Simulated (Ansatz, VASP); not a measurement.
Mg5CdS6 in VASP and in Ansatz

File INCAR:

```
ALGO     = Normal         # electronic algorithm
EDIFF    = 1E-7           # SCF threshold, eV
ENCUT    = 520            # plane-wave cutoff, eV
GGA      = PE             # functional
ISIF     = 2              # what is computed and relaxed
ISMEAR   = 0              # smearing method
LASPH    = True           # aspherical terms in the spheres
LCHARG   = False          # write CHGCAR
LREAL    = False          # projectors in reciprocal space
LWAVE    = False          # write WAVECAR
NBANDS   = 41             # bands
NELM     = 80             # most SCF steps
PREC     = Accurate       # precision mode
SIGMA    = 0.1            # smearing width, eV
```

Contents of KPOINTS:

```
k-points
0
Gamma
  6 6 1
```

POSCAR

```
Mg5CdS6
1.0
    3.8946679800      0.0000000000      0.0000000000
   -1.9473339900      3.3728814100      0.0000000000
    0.0000000000      0.0000000000     19.0798985100
Mg Cd S
5 1 6
Direct
    0.3333333300      0.6666666700      0.3333333300
    0.0000000000      0.0000000000      0.5000000000
    0.6666666700      0.3333333300      0.6666666700
    0.3333333300      0.6666666700      0.8333333300
    0.6666666700      0.3333333300      0.1666666700
    0.0000000000      0.0000000000      0.0000000000
    0.6666666700      0.3333333300      0.4166666700
    0.3333333300      0.6666666700      0.5833333300
    0.0000000000      0.0000000000      0.7500000000
    0.6666666700      0.3333333300      0.9166666700
    0.3333333300      0.6666666700      0.0833333300
    0.0000000000      0.0000000000      0.2500000000
```

Input for Ansatz:

```yaml
crystal:
  lattice:
    - [3.89466798, 0.0, 0.0]
    - [-1.94733399, 3.37288141, 0.0]
    - [0.0, 0.0, 19.07989851]
  atoms:
    - { symbol: Mg, position: [0.33333333, 0.66666667, 0.33333333] }
    - { symbol: Mg, position: [0.0, 0.0, 0.5] }
    - { symbol: Mg, position: [0.66666667, 0.33333333, 0.66666667] }
    - { symbol: Mg, position: [0.33333333, 0.66666667, 0.83333333] }
    - { symbol: Mg, position: [0.66666667, 0.33333333, 0.16666667] }
    - { symbol: Cd, position: [0.0, 0.0, 0.0] }
    - { symbol: S, position: [0.66666667, 0.33333333, 0.41666667] }
    - { symbol: S, position: [0.33333333, 0.66666667, 0.58333333] }
    - { symbol: S, position: [0.0, 0.0, 0.75] }
    - { symbol: S, position: [0.66666667, 0.33333333, 0.91666667] }
    - { symbol: S, position: [0.33333333, 0.66666667, 0.08333333] }
    - { symbol: S, position: [0.0, 0.0, 0.25] }
basis:
  ecutwfc: 420
kpoints:
  mp_grid: { grid: [6, 6, 1] }
hamiltonian:
  xc: pbe
scf:
  occupations: { method: gaussian, width: 0.1 }
  lower_state_search: "off"
output:
  forces: true
  stress: true
  eigenvalues: true
```

Alike in both runs: task single point; functional PBE; k mesh 6 × 6 × 1; occupations gaussian, width 0.1 eV; no spin polarisation.

```csv
,VASP,Ansatz
version,VASP 6.6.1,Ansatz 0.2.0
potentials or method,"VASP PAW PBE potentials, release 64 (Mg, Cd, S), cutoff 520 eV","scalar-relativistic, plane waves, PAW"
valence electrons in the cell,58,106
```

```csv
,VASP,Ansatz,Ansatz less VASP
gap on the k mesh at the Fermi level (eV),1.80,1.82,+0.014
least direct gap on the mesh (eV),2.10,2.12,+0.014
pressure (GPa),-7.1,-7.0,+0.12
"traceless stress, the component that is largest in VASP (GPa)",-0.06,-0.06,0.000
rms of the force components (eV/Å),0.139,0.129,-0.0100
```

Atom by atom the forces differ by 0.010 eV/Å (rms over components). VASP's potentials hold 58 valence electrons a cell and Ansatz's 106, so a difference there can come from the potentials and not from the codes.
